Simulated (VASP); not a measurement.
# MoS2 (R3m) in VASP: notebook

The runs below take MoS2 through relaxation of the atoms, single point, with PBEsol.

Program: VASP 6.6.1. These are calculated values, not measurements. Logs are shortened: lines on timing, memory, paths and dates and some standing lists are left out, and cuts for length are marked.

**1. The cell of the first run**

Symmetry: R3m, No. 160, trigonal system. Conventional cell: a = 3.143 Å, b = 3.143 Å, c = 18.936 Å, α = 90.00°, β = 90.00°, γ = 120.00°. Within 3.2 Å of Mo (site symmetry 3m) lie 6 S at 2.40 Å and 6 Mo at 3.14 Å. S (site symmetry 3m) has 3 Mo at 2.40 Å and 7 S at 3.13 to 3.14 Å within 3.2 Å. S (site symmetry 3m) has 3 Mo at 2.40 Å and 7 S at 3.13 to 3.14 Å within 3.2 Å.

**2. Relaxation of the atoms, PBEsol (z stretched by +0.5 %, x and y held)**

The input, INCAR:

```
SYSTEM = MoS2
ALGO = Normal ; EDIFF = 1E-6
EDIFFG = -0.002 ; ENCUT = 520
GGA = PS ; IBRION = 2
ISIF = 2 ; ISMEAR = 0
LASPH = .True. ; LCHARG = .False.
LREAL = .False. ; LWAVE = .False.
NELM = 100 ; NSW = 50
PREC = Accurate ; SIGMA = 0.01
```

The input, KPOINTS:

```
k-points
0
Gamma
  8 8 8
  0 0 0
```

The input, POSCAR:

```
MoS2
1.0
    1.5715694880      0.9073460670      6.3121551553
   -1.5715694880      0.9073460670      6.3121551553
    0.0000000000     -1.8146921340      6.3121551553
Mo S
1 2
Direct
    0.0001015293      0.0001015293      0.0001015293
    0.2507582619      0.2507582619      0.2507582619
    0.4161402089      0.4161402089      0.4161402089
```

Potentials or basis: VASP PAW PBE potentials, release 64 (Mo_sv, S).

The run is started by

```console
cat potpaw_PBE.64/Mo_sv/POTCAR potpaw_PBE.64/S/POTCAR > POTCAR
mpirun -np 1 vasp_std > vasp.out
```

OUTCAR:

```text
SYSTEM = MoS2
   EDIFF = 1E-6
   EDIFFG = -0.002
   ENCUT = 520
   GGA = PS
   IBRION = 2
   ISIF = 2
   ISMEAR = 0
   LASPH = .True.
   LREAL = .False.
   NELM = 100
   NSW = 50
   PREC = Accurate

 ion  position               nearest neighbor table
   1  0.000  0.000  0.000-   2 2.40   2 2.40   2 2.40   3 2.40   3 2.40   3 2.40
   2  0.251  0.251  0.251-   1 2.40   1 2.40   1 2.40
   3  0.416  0.416  0.416-   1 2.40   1 2.40   1 2.40

  LATTYP: Found a trigonal (rhomboedric) cell.
 ALAT       =     6.5678314721
 COS(alpha) =     0.8854874274

  Lattice vectors:

 A1 = (   1.5715694880,   0.9073460670,   6.3121551553)
 A2 = (  -1.5715694880,   0.9073460670,   6.3121551553)
 A3 = (   0.0000000000,  -1.8146921340,   6.3121551553)

Analysis of symmetry for initial positions (statically):
=====================================================================
 Subroutine PRICEL returns:
 Original cell was already a primitive cell.

 Routine SETGRP: Setting up the symmetry group for a
 trigonal (rhombohedral) supercell.

 Subroutine GETGRP returns: Found  6 space group operations
 (whereof  6 operations were pure point group operations)
 out of a pool of 12 trial point group operations.

The static configuration has the point symmetry C_3v.

Analysis of symmetry for dynamics (positions and initial velocities):
=====================================================================
 Subroutine PRICEL returns:
 Original cell was already a primitive cell.

 Routine SETGRP: Setting up the symmetry group for a
 trigonal (rhombohedral) supercell.

 Subroutine GETGRP returns: Found  6 space group operations
 (whereof  6 operations were pure point group operations)
 out of a pool of 12 trial point group operations.

The dynamic configuration has the point symmetry C_3v.

 Subroutine INISYM returns: Found  6 space group operations
 (whereof  6 operations are pure point group operations),
 and found     1 'primitive' translations

----------------------------------------------------------------------------------------

                                     Primitive cell

  volume of cell :      54.0052

  direct lattice vectors                    reciprocal lattice vectors
     1.571569488  0.907346067  6.312155155     0.318153288  0.183685886  0.052808165
    -1.571569488  0.907346067  6.312155155    -0.318153288  0.183685886  0.052808165
     0.000000000 -1.814692134  6.312155155     0.000000000 -0.367371773  0.052808165

  length of vectors
     6.567831472  6.567831472  6.567831472     0.371147844  0.371147844  0.371147844

[... 95 lines left out ...]
   EMIN   =  10.00;   EMAX   =-10.00  energy-range for DOS
   EFERMI =   0.00;   METHOD = LEGACY
   ISMEAR =     0;   SIGMA  =   0.01  broadening in eV -4-tet -1-fermi 0-gaus
   EFERMI_NEDOS =   21; number of points for ismear=-14 and -15
   IALGO  =     38    algorithm
   IMIX   =      4    mixing-type and parameters
     AMIX     =   0.40;   BMIX     =  1.00
     AMIX_MAG =   1.60;   BMIX_MAG =  1.00
  volume/ion in A,a.u.               =      18.00       121.48
  Fermi-wavevector in a.u.,A,eV,Ry     =   1.283081  2.424672 22.399234  1.646297
  Thomas-Fermi vector in A             =   2.415355
   LORBIT       =      0    0 simple, 1 ext, 2 COOP (PROOUT), +10 PAW based schemes
   GGA     = PS    functional components
   LHFCALC =     F    Hartree Fock is set to
   AEXX    =    0.0000 exact exchange contribution
   IVDW    =     0    specifies the selected vdW correction
   LEPSILON=     F    determine dielectric tensor
   LRPA    =     F    only Hartree local field effects (RPA)
 conjugate gradient relaxation of ions
 non-spin polarized calculation
 Gauss-broadening in eV      SIGMA  =   0.01
  energy-cutoff  :      520.00
  volume of cell :       54.01
 maximum number of plane-waves:      1468
 NGX is ok and might be reduce to    50
   NGX = 25   NGY = 25   NGZ = 25

--------------------------------------- Ionic step        1  -------------------------------------------

 number of electron      26.0000001 magnetization

 Free energy of the ion-electron system (eV)
  ---------------------------------------------------
  ext. energy  EPLUGINS =         0.00000000
  ---------------------------------------------------
  free energy    TOTEN  =       -23.44904014 eV

  energy without entropy =      -23.44904014  energy(sigma->0) =      -23.44904014

------------------------ aborting loop because EDIFF is reached ----------------------------------------

  FORCE on cell =-STRESS in cart. coord.  units (eV):
  Direction    XX          YY          ZZ          XY          YZ          ZX
  --------------------------------------------------------------------------------------
  -------------------------------------------------------------------------------------
  Total       -0.1671022     -0.1671022     -0.4881418      0.0000000      0.0000000     -0.0000000
  in kB       -4.9574383     -4.9574383    -14.4817534      0.0000000      0.0000000     -0.0000000
  external PRESSURE =      -8.1322100 kB  Pullay stress =       0.0000000 kB
[... 61 lines left out ...]
--------------------------------------- Ionic step        3  -------------------------------------------

 number of electron      26.0000002 magnetization

 Free energy of the ion-electron system (eV)
  ---------------------------------------------------
  ext. energy  EPLUGINS =         0.00000000
  ---------------------------------------------------
  free energy    TOTEN  =       -23.45015827 eV

  energy without entropy =      -23.45015827  energy(sigma->0) =      -23.45015827

 E-fermi :   7.2598     XC(G=0): -10.8906

 val. band max:        7.2025140670   @ k =   0.5000   0.5000   0.5000
 cond. band min:       8.3476823649   @ k =  -0.2500   0.1250   0.0000
 fundamental gap:      1.1451682979
 Fermi energy:         7.2598077925

 k-point     1 :       0.0000    0.0000    0.0000
  band No.  band energies     occupation
      1     -54.0823      2.00000
      2     -28.2939      2.00000
      3     -28.0315      2.00000
      4     -28.0315      2.00000
      5      -7.7110      2.00000
      6      -6.0884      2.00000
[... 457 lines left out ...]
      4     -28.0813      2.00000
      5      -6.7631      2.00000
      6      -5.8497      2.00000
[... 9 lines left out ...]
     16       9.8610      0.00000
     17      10.4690      0.00000

 [... further k-points ...]

------------------------ aborting loop because EDIFF is reached ----------------------------------------

  FORCE on cell =-STRESS in cart. coord.  units (eV):
  Direction    XX          YY          ZZ          XY          YZ          ZX
  --------------------------------------------------------------------------------------
  -------------------------------------------------------------------------------------
  Total       -0.0116103     -0.0116103     -0.0393096      0.0000000      0.0000000      0.0000000
  in kB       -0.3444444     -0.3444444     -1.1662017      0.0000000      0.0000000      0.0000000
  external PRESSURE =      -0.6183635 kB  Pullay stress =       0.0000000 kB
[... 18 lines left out ...]
  FREE ENERGIE OF THE ION-ELECTRON SYSTEM (eV)
  ---------------------------------------------------
  free  energy   TOTEN  =       -23.4501582709 eV

  energy  without entropy=      -23.4501582709  energy(sigma->0) =      -23.45015827

 reached required accuracy - stopping structural energy minimisation
```

OSZICAR:

```text
N       E                     dE             d eps       ncg     rms          rms(c)
DAV:   1     0.184807892660E+03    0.18481E+03   -0.13673E+04  2210   0.144E+03
DAV:   2    -0.183211808394E+02   -0.20313E+03   -0.20026E+03  2954   0.350E+02
DAV:   3    -0.248192421388E+02   -0.64981E+01   -0.64616E+01  2654   0.612E+01
[... 19 lines left out ...]
   2 F= -.23450153E+02 E0= -.23450153E+02  d E =-.111251E-02
       N       E                     dE             d eps       ncg     rms          rms(c)
DAV:   1    -0.234501562472E+02   -0.30048E-05   -0.57284E-04  2210   0.120E-01    0.242E-02
DAV:   2    -0.234501582630E+02   -0.20159E-05   -0.24166E-05  2478   0.296E-02    0.116E-02
DAV:   3    -0.234501582709E+02   -0.78307E-08   -0.43850E-07  1129   0.507E-03
   3 F= -.23450158E+02 E0= -.23450158E+02  d E =-.111813E-02
```

Wall time 3 min (1 thread of Intel Xeon 6975P-C (Granite Rapids), shared host); peak memory 0.37 GiB.

Results:

| Item | Value |
| --- | --- |
| Free energy | -23.4502 eV |
| Energy gained by relaxing | 0.4 meV/atom |
| Ionic steps | 3 |
| Pressure after relaxing | -0.1 GPa |
| Band gap on the k mesh | 1.15 eV (least direct gap 2.10 eV) |

Step by step:
```csv
step,energy change (eV),largest force (eV/Å),pressure (GPa)
1,0.0000,0.1461,-0.81
2,-0.0011,0.0104,-0.12
3,-0.0011,0.0007,-0.06
```

Final structure:
```
Mo S
1.0
     1.57157    0.90735    6.31216
    -1.57157    0.90735    6.31216
     0.00000   -1.81469    6.31216
Mo S
1 2
Direct
  0.00010 0.00010 0.00010
  0.25116 0.25116 0.25116
  0.41574 0.41574 0.41574
```

Levels at points of the mesh, in eV from the valence-band top:
| k point | band 11 | band 12 | band 13 | band 14 | band 15 | band 16 |
| --- | --- | --- | --- | --- | --- | --- |
| (0.00, 0.00, 0.00) | -2.06 | -1.34 | -1.12 | 2.26 | 2.26 | 2.62 |
| (0.50, 0.00, 0.00) | -2.30 | -1.41 | -1.35 | 1.83 | 2.23 | 3.60 |
| (0.50, 0.50, 0.00) | -2.79 | -1.55 | -1.18 | 1.80 | 2.36 | 3.16 |
| (0.50, 0.50, 0.50) | -2.04 | -2.04 | 0.00 | 2.33 | 2.33 | 2.52 |

Caveat: the cell differs from its parent crystal (z stretched by +0.5 %, x and y held); the PAW data sets were made with another functional, which shifts forces and pressure a little. A k mesh can miss the band edges.

**3. Single point, PBEsol**

This run uses another cell than the first one, of 17.64 Å³/atom.

The input, INCAR:

```
SYSTEM = MoS2
  ALGO = Normal
  EDIFF = 1E-7
  ENCUT = 520
  GGA = PS
  ISIF = 2
  ISMEAR = 0
  LASPH = .True.
  LCHARG = .False.
  LREAL = .False.
  LWAVE = .False.
  NBANDS = 20
  NELM = 60
  PREC = Accurate
  SIGMA = 0.01
```

KPOINTS is that of step 2.

The input, POSCAR:

```
MoS2
1.0
    1.5637116406      0.9028093366      6.2493476413
   -1.5637116406      0.9028093366      6.2493476413
    0.0000000000     -1.8056186733      6.2493476413
Mo S
1 2
Direct
    0.0000998670      0.0000998670      0.0000998670
    0.2500676775      0.2500676775      0.2500676775
    0.4168324555      0.4168324555      0.4168324555
```

Potentials or basis: VASP PAW PBE potentials, release 64 (Mo_sv, S).

The run is started by

```console
cat potpaw_PBE.64/Mo_sv/POTCAR potpaw_PBE.64/S/POTCAR > POTCAR
mpirun -np 1 vasp_std > vasp.out
```

It took 3.5 min on 1 thread of Intel Xeon Platinum 8375C at 2.90GHz (Ice Lake), shared host; peak memory 0.34 GiB.

Results (log left out):

```yaml
Free_energy: -23.4473 eV
Pressure: 1.0 GPa
Band_gap_on_the_k_mesh: 1.11 eV (least direct gap 2.16 eV)
```

Stress tensor (GPa, compression positive):
```
1.47 0.00 0.00
0.00 1.47 0.00
0.00 0.00 0.15
```

Levels at points of the mesh, in eV from the valence-band top:
```csv
k point,band 9,band 10,band 11,band 12,band 13,band 14,band 15,band 16,band 17,band 18
"(0.00, 0.00, 0.00)",-3.18,-2.03,-2.03,-1.30,-1.21,2.29,2.29,2.65,2.65,5.78
"(0.50, 0.00, 0.00)",-4.94,-3.82,-2.33,-1.37,-1.36,1.89,2.25,3.63,3.70,5.38
"(0.50, 0.50, 0.00)",-4.67,-3.76,-2.87,-1.53,-1.19,1.85,2.40,3.17,4.09,6.10
"(0.50, 0.50, 0.50)",-3.19,-3.19,-2.01,-2.01,0.00,2.37,2.37,2.54,2.54,5.89
```

Caveat: the PAW data sets were made with another functional, which shifts forces and pressure a little. As with any semilocal functional, this PBEsol gap is likely too small.

**4. Single point, PBEsol**

This run uses another cell than the first one, of 17.91 Å³/atom.

The input, INCAR:

```
SYSTEM = MoS2
ALGO = Normal ; EDIFF = 1E-6
ENCUT = 520 ; GGA = PS
ISIF = 2 ; ISMEAR = 0
LASPH = .TRUE. ; LCHARG = .TRUE.
LELF = .TRUE. ; LREAL = .FALSE.
LVHAR = .TRUE. ; LWAVE = .FALSE.
NBANDS = 20 ; NELM = 100
PREC = Accurate ; SIGMA = 0.01
```

The input, KPOINTS:

```
k-points
0
G
  8 8 8
  0 0 0
```

The input, POSCAR:

```
MoS2
1.0
    1.5715694880      0.9073460670      6.2807513983
   -1.5715694880      0.9073460670      6.2807513983
    0.0000000000     -1.8146921340      6.2807513983
Mo S
1 2
Direct
    0.0001015293      0.0001015293      0.0001015293
    0.2507582619      0.2507582619      0.2507582619
    0.4161402089      0.4161402089      0.4161402089
```

The run is started by

```console
cat potpaw_PBE.64/Mo_sv/POTCAR potpaw_PBE.64/S/POTCAR > POTCAR
mpirun -np 1 vasp_std > vasp.out
```

Wall time 5.3 min (1 thread of Intel Xeon Platinum 8375C at 2.90GHz (Ice Lake), shared host); peak memory 0.35 GiB.

Results (log left out):

| Item | Value |
| --- | --- |
| Free energy | -23.4502 eV |
| Pressure | 0.0 GPa |
| Band gap on the k mesh | 1.12 eV (least direct gap 2.10 eV) |

Levels at points of the mesh, in eV from the valence-band top:
| k point | band 9 | band 10 | band 11 | band 12 | band 13 | band 14 | band 15 | band 16 | band 17 | band 18 |
| --- | --- | --- | --- | --- | --- | --- | --- | --- | --- | --- |
| (0.00, 0.00, 0.00) | -3.22 | -2.08 | -2.08 | -1.32 | -1.15 | 2.24 | 2.24 | 2.60 | 2.60 | 5.66 |
| (0.50, 0.00, 0.00) | -4.92 | -3.84 | -2.31 | -1.43 | -1.37 | 1.81 | 2.20 | 3.58 | 3.68 | 5.34 |
| (0.50, 0.50, 0.00) | -4.66 | -3.78 | -2.82 | -1.58 | -1.20 | 1.78 | 2.34 | 3.14 | 4.04 | 6.05 |
| (0.50, 0.50, 0.50) | -3.23 | -3.23 | -2.06 | -2.06 | 0.00 | 2.31 | 2.31 | 2.50 | 2.50 | 5.78 |

Caveat: the PAW data sets were made with another functional, which shifts forces and pressure a little. A k mesh can miss the band edges.

**5. Single point, PBEsol**

This run uses another cell than the first one, of 17.91 Å³/atom.

The input, INCAR:

```
PREC = Accurate
ENCUT = 520
EDIFF = 1E-6
ISMEAR = 0
SIGMA = 0.01
LREAL = False
LASPH = True
NELM = 100
ALGO = Normal
ISIF = 2
LWAVE = False
LCHARG = False
GGA = PS
NBANDS = 20
```

The input, KPOINTS:

```
Automatic mesh
0
Gamma
  8 8 8
```

POSCAR is that of step 4.

Potentials or basis: VASP PAW PBE potentials, release 64 (Mo_sv, S).

The run is started by

```console
cat potpaw_PBE.64/Mo_sv/POTCAR potpaw_PBE.64/S/POTCAR > POTCAR
mpirun -np 1 vasp_std > vasp.out
```

OUTCAR:

```text
PREC = Accurate
   ENCUT = 520
   EDIFF = 1E-6
   ISMEAR = 0
   LREAL = False
   LASPH = True
   NELM = 100
   ISIF = 2
   GGA = PS

 ion  position               nearest neighbor table
   1  0.000  0.000  0.000-   2 2.39   2 2.39   2 2.39   3 2.39   3 2.39   3 2.39
   2  0.251  0.251  0.251-   1 2.39   1 2.39   1 2.39
   3  0.416  0.416  0.416-   1 2.39   1 2.39   1 2.39

  LATTYP: Found a trigonal (rhomboedric) cell.
 ALAT       =     6.5376559766
 COS(alpha) =     0.8844278891

  Lattice vectors:
[... 744 lines left out ...]

  FORCE on cell =-STRESS in cart. coord.  units (eV):
  Direction    XX          YY          ZZ          XY          YZ          ZX
  --------------------------------------------------------------------------------------
  -------------------------------------------------------------------------------------
  Total        0.0009613      0.0009613     -0.0067156      0.0000000      0.0000000      0.0000000
  in kB        0.0286620      0.0286620     -0.2002298      0.0000000      0.0000000      0.0000000
  external PRESSURE =      -0.0476353 kB  Pullay stress =       0.0000000 kB

 VOLUME and BASIS-vectors are now :
 -----------------------------------------------------------------------------
  energy-cutoff  :      520.00
  volume of cell :       53.74
      direct lattice vectors                 reciprocal lattice vectors
     1.571569488  0.907346067  6.280751398     0.318153288  0.183685886  0.053072206
    -1.571569488  0.907346067  6.280751398    -0.318153288  0.183685886  0.053072206
     0.000000000 -1.814692134  6.280751398     0.000000000 -0.367371773  0.053072206

 POSITION                                       TOTAL-FORCE (eV/Angst)
 -----------------------------------------------------------------------------------
      0.00000      0.00000      0.00191         0.000000     -0.000000      0.000083
      0.00000      0.00000      4.72485         0.000000      0.000000     -0.000973
      0.00000      0.00000      7.84102         0.000000      0.000000      0.000890
 -----------------------------------------------------------------------------------
    total drift:                                0.000000      0.000000     -0.000126

  FREE ENERGIE OF THE ION-ELECTRON SYSTEM (eV)
  ---------------------------------------------------
  free  energy   TOTEN  =       -23.4501678533 eV

  energy  without entropy=      -23.4501678533  energy(sigma->0) =      -23.45016785
```

OSZICAR:

```text
N       E                     dE             d eps       ncg     rms          rms(c)
DAV:   1     0.181161037927E+03    0.18116E+03   -0.13580E+04  2608   0.124E+03
DAV:   2    -0.173928846372E+02   -0.19855E+03   -0.19312E+03  3228   0.315E+02
DAV:   3    -0.248080613751E+02   -0.74152E+01   -0.73467E+01  3188   0.569E+01
DAV:   4    -0.248943484781E+02   -0.86287E-01   -0.86237E-01  3160   0.646E+00
DAV:   5    -0.248956975685E+02   -0.13491E-02   -0.13490E-02  3256   0.784E-01    0.260E+01
DAV:   6    -0.238097240048E+02    0.10860E+01   -0.93891E+00  2768   0.190E+01    0.879E+00
DAV:   7    -0.235683632171E+02    0.24136E+00   -0.35449E+00  2664   0.109E+01    0.604E+00
DAV:   8    -0.234512175959E+02    0.11715E+00   -0.55611E-01  2904   0.459E+00    0.172E+00
DAV:   9    -0.234513474866E+02   -0.12989E-03   -0.22552E-02  3076   0.915E-01    0.641E-01
DAV:  10    -0.234501551669E+02    0.11923E-02   -0.79337E-03  2908   0.613E-01    0.118E-01
DAV:  11    -0.234501730600E+02   -0.17893E-04   -0.45240E-04  3060   0.147E-01    0.579E-02
DAV:  12    -0.234501578168E+02    0.15243E-04   -0.53865E-05  2952   0.462E-02    0.214E-02
DAV:  13    -0.234501678392E+02   -0.10022E-04   -0.15809E-05  2752   0.221E-02    0.870E-03
DAV:  14    -0.234501678533E+02   -0.14112E-07   -0.98520E-07  2040   0.617E-03
   1 F= -.23450168E+02 E0= -.23450168E+02  d E =-.121303-121
```

Wall time 5.3 min (1 thread of Intel Xeon Platinum 8375C at 2.90GHz (Ice Lake), shared host); peak memory 0.35 GiB.

Results:

```
Free energy            : -23.4502 eV
Pressure               : 0.0 GPa
Band gap on the k mesh : 1.12 eV (least direct gap 2.10 eV)
```

Levels at points of the mesh, in eV from the valence-band top:
| k point | band 10 | band 11 | band 12 | band 13 | band 14 | band 15 | band 16 | band 17 |
| --- | --- | --- | --- | --- | --- | --- | --- | --- |
| (0.00, 0.00, 0.00) | -2.08 | -2.08 | -1.32 | -1.15 | 2.24 | 2.24 | 2.60 | 2.60 |
| (0.50, 0.00, 0.00) | -3.84 | -2.31 | -1.43 | -1.37 | 1.81 | 2.20 | 3.58 | 3.68 |
| (0.50, 0.50, 0.00) | -3.78 | -2.82 | -1.58 | -1.20 | 1.78 | 2.34 | 3.14 | 4.04 |
| (0.50, 0.50, 0.50) | -3.23 | -2.06 | -2.06 | 0.00 | 2.31 | 2.31 | 2.50 | 2.50 |

Caveat: the PAW data sets were made with another functional, which shifts forces and pressure a little. A k mesh can miss the band edges.

(Continued in part 2 of 2.)
